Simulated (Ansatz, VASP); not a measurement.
## One calculation of S, two programs

```
CELL_PARAMETERS angstrom
2.17847 -2.17822 -0.02192
2.17847 2.17822 -0.02192
-2.12899 0.00000 5.50259
ATOMIC_POSITIONS crystal
S 0.08656 0.08656 0.17273
S 0.91344 0.91344 0.82727
```

Alike in both runs: task relaxation of cell and atoms; functional PBE; k mesh 12 × 12 × 8; occupations gaussian, width 0.01 eV; no spin polarisation.

|  | VASP | Ansatz |
| --- | --- | --- |
| version | VASP 6.6.1 | Ansatz 0.2.0 |
| potentials or method | VASP PAW PBE potentials, release 64 (S), cutoff 600 eV | scalar-relativistic, plane waves, PAW |
| valence electrons in the cell | 12 | 12 |

|  | VASP | Ansatz | Ansatz less VASP |
| --- | --- | --- | --- |
| gap on the k mesh at the Fermi level, each at its own relaxed structure (eV) | none | none | - |
| relaxed volume (Å³/atom) | 25.95 | 25.50 | -0.450 |
| relaxed cell length with the largest relative difference (Å) | 5.889 | 5.795 | -0.0934 |

A gap of «none» marks a metal or a gap that the smearing closes.
